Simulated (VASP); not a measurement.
Set up this calculation in VASP 6.6.1, as the native input.

```
Task                               : single point
Functional                         : HSE06
Potentials or basis                : VASP PAW PBE potentials, release 64 (Al, N)
Cutoff                             : 520 eV
k mesh                             : 8 × 8 × 8
Occupations                        : gaussian, width 0.01 eV
Spin                               : no spin polarisation
Dipole correction                  : no
Grid for exact exchange (PRECFOCK) : Normal
Further INCAR settings             : ALGO = Normal; EDIFF = 1e-07; NBANDS = 11
Share of exact exchange            : 0.25
Screening parameter                : 0.2079 1/Å
```

The system is AlN.

```
Al N
1.0
     0.00000    1.99868    2.03513
     1.99868    0.00000    2.03513
     1.99868    1.99868    0.00000
Al N
1 1
Direct
  0.00000 0.00000 0.00000
  0.50000 0.50000 0.50000
```

This cell differs from its parent crystal: epitaxial xy strain -1.0%.

The input as run:

POSCAR

```
AlN
1.0
    0.0000000000      1.9986797676      2.0351329808
    1.9986797676      0.0000000000      2.0351329808
    1.9986797676      1.9986797676      0.0000000000
Al N
1 1
Direct
    0.0000000000      0.0000000000      0.0000000000
    0.5000000000      0.5000000000      0.5000000000
```

INCAR.step1

```
  ALGO = Normal
  EDIFF = 1E-5
  ENCUT = 520
  GGA = PE
  ISIF = 2
  ISMEAR = 0
  LASPH = T
  LCHARG = F
  LREAL = F
  LWAVE = T
  NBANDS = 11
  NELM = 60
  PREC = Accurate
  SIGMA = 0.01
```

INCAR.step2

```
  ALGO = Normal
  EDIFF = 1E-7
  ENCUT = 520
  GGA = PE
  HFSCREEN = 0.2079
  ISIF = 2
  ISMEAR = 0
  ISTART = 1
  LASPH = T
  LCHARG = F
  LHFCALC = T
  LREAL = F
  LWAVE = F
  NBANDS = 11
  NELM = 60
  PREC = Accurate
  PRECFOCK = Normal
  SIGMA = 0.01
```

KPOINTS

```
k-points
0
Gamma
  8 8 8
```

Potentials or basis: VASP PAW PBE potentials, release 64 (Al, N).

Command:

```sh
$ cat potpaw_PBE.64/Al/POTCAR potpaw_PBE.64/N/POTCAR > POTCAR
$ cp INCAR.step1 INCAR
$ mpirun -np 1 vasp_std > vasp.out
$ cp INCAR.step2 INCAR
$ mpirun -np 1 vasp_std > vasp.out
```

Results of the run:

```
Pressure               : 2.1 GPa
Band gap on the k mesh : 5.98 eV (least direct gap 7.35 eV)
```

Caveat: the cell differs from its parent crystal (epitaxial xy strain -1.0%); the stress differs along the axes, from -1 to 4 GPa; the structure was generated, so it needn't be the stable form of AlN; the PAW data sets were made with another functional, which shifts forces and pressure a little.

It took 26 min on 1 thread of Intel(R) Xeon(R) Platinum 8375C CPU @ 2.90GHz (Ice Lake), with other jobs on the host, peak memory 0.25 GiB.
